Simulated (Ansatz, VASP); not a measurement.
# One calculation of In, two programs

```
In
1.0
     5.28646    0.00000    0.00000
    -2.64323    4.57821    0.00000
     0.00000    0.00000    3.24060
In
3
Direct
  0.00000 0.00000 0.00000
  0.33333 0.66667 0.50000
  0.66667 0.33333 0.50000
```

Alike in both runs: task relaxation of cell and atoms; functional BLYP; k mesh 7 × 7 × 10; occupations fermi-dirac, width 0.1 eV; no spin polarisation.

|  | VASP | Ansatz |
| --- | --- | --- |
| version | VASP 6.6.1 | Ansatz 0.2.0 |
| potentials or method | VASP PAW PBE potentials, release 64 (In_d), cutoff 600 eV | plane waves (420 eV) with PAW, scalar-relativistic |
| valence electrons in the cell | 39 | 39 |

Ansatz gave:

| Property | Result |
| --- | --- |
| relaxed volume (Å³/atom) | 31.49 |
| relaxed length of the cell vector where the two differ most in proportion (Å) | 3.495 |

What did VASP give for the same quantities?

Relaxed volume (Å³/atom): 31.59; relaxed length of the cell vector where the two differ most in proportion (Å): 3.503.

VASP's potentials were made for PBE, not for BLYP.

Noted on VASP's run: the volume moved by over 15 % at a fixed basis, so the end points are rough.
